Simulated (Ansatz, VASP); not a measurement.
# Co in VASP and in Ansatz

File INCAR:

```
  PREC = Accurate
  ENCUT = 520
  EDIFF = 1E-7
  ISMEAR = -1
  SIGMA = 0.05
  LREAL = False
  LASPH = True
  NELM = 150
  ALGO = Normal
  ISIF = 2
  LWAVE = False
  LCHARG = True
  ISPIN = 2
  MAGMOM = 1.748 1.748 1.764 1.764
  LORBIT = 11
  LMAXMIX = 4
  GGA = RP
  LELF = True
  LVHAR = True
  NBANDS = 30
```

Contents of KPOINTS:

```
regular mesh
0
Gamma
  16 16 5
```

The input POSCAR:

```
Co
1.0
    2.5839750320      0.0000000000      0.0000000000
   -1.2919875160      2.2377880204      0.0000000000
    0.0000000000      0.0000000000      8.3840231695
Co
4
Direct
    0.0000000000      0.0000000000      0.0000000000
    0.0000000000      0.0000000000      0.5000000000
    0.3333333333      0.6666666667      0.2500000000
    0.6666666667      0.3333333333      0.7500000000
```

Input for Ansatz:

```yaml
crystal:
  lattice:
    - [2.583975032, 0.0, 0.0]
    - [-1.291987516, 2.2377880204, 0.0]
    - [0.0, 0.0, 8.3840231695]
  atoms:
    - { symbol: Co, position: [0.0, 0.0, 0.0], spin: 1.748 }
    - { symbol: Co, position: [0.0, 0.0, 0.5], spin: 1.748 }
    - { symbol: Co, position: [0.3333333333, 0.6666666667, 0.25], spin: 1.764 }
    - { symbol: Co, position: [0.6666666667, 0.3333333333, 0.75], spin: 1.764 }
hamiltonian:
  xc: rpbe
  pseudopotentials:
    kind: paw
    azcp:
      Co: "pseudopotentials/Co.paw.azcp"
basis:
  ecutwfc: 420
  fft_grid_basis: typed
kpoints:
  mp_grid: { grid: [16, 16, 5], shift: [0, 0, 0] }
magnetization:
  spin_polarized: true
scf:
  occupations: { method: fermi_dirac, width: 0.05 }
  lower_state_search: "off"
output:
  stress: true
```

Alike in both runs: task single point; functional RPBE; k mesh 16 × 16 × 5; occupations fermi-dirac, width 0.05 eV; collinear spin.

```csv
,VASP,Ansatz
version,VASP 6.6.1,Ansatz 0.2.0
potentials or method,"VASP PAW PBE potentials, release 64 (Co), cutoff 520 eV","plane waves (420 eV) with PAW, scalar-relativistic"
valence electrons in the cell,36,68
```

|  | VASP | Ansatz | Ansatz less VASP |
| --- | --- | --- | --- |
| pressure (GPa) | -12.5 | -12.4 | +0.12 |
| traceless stress, the component that is largest in VASP (GPa) | -0.11 | 0.06 | +0.179 |
| net moment per atom (μB) | 1.72 | 1.74 | +0.012 |
| size of the moment on the site where the two differ most (μB) | 1.76 | 1.82 | +0.059 |

VASP's potentials were made for PBE, not for RPBE. Site moments also hang on the region over which each program counts them. VASP's potentials hold 36 valence electrons a cell and Ansatz's 68, so a difference there can come from the potentials and not from the codes.
